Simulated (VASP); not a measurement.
Runs of VASP 6.6.1 on GaAs. The structure is that of space group Pm-3m (No. 221), or close to it. The cells are those of the table. 

```csv
task,level,cell,cutoff (eV),gap on the mesh (eV),pressure (GPa)
single point,r2SCAN,"a = 3.329 Å, 2 atoms",520,none,0.0
single point,PBE,"a = 3.363 Å, 2 atoms",500,none,(a)
relaxation of cell and atoms,PBE,"relaxed from a = 3.101 Å, 2 atoms",500,-,0.0
single point,PBE,"a = 3.329 Å, 2 atoms",520,none,2.5
single point,r2SCAN,"a = 3.329 Å, 2 atoms",550,none,0.0
```

Alike in all rows: potentials or basis VASP PAW PBE potentials, release 64 (Ga_d, As); no spin polarisation; k mesh 8 × 8 × 8; smearing fermi-dirac 0.02 eV.

Q: Estimate the missing entries.

A: (a) 0.1.

Caveats: the PAW data sets were made with another functional, which shifts forces and pressure a little (some runs); the bands computed are all filled at some k points, so no gap is given (some runs).

A k mesh can miss the band edges, and the runs leave out spin-orbit coupling on As, Ga.

A gap of «none» marks levels without a gap at the run's occupations.
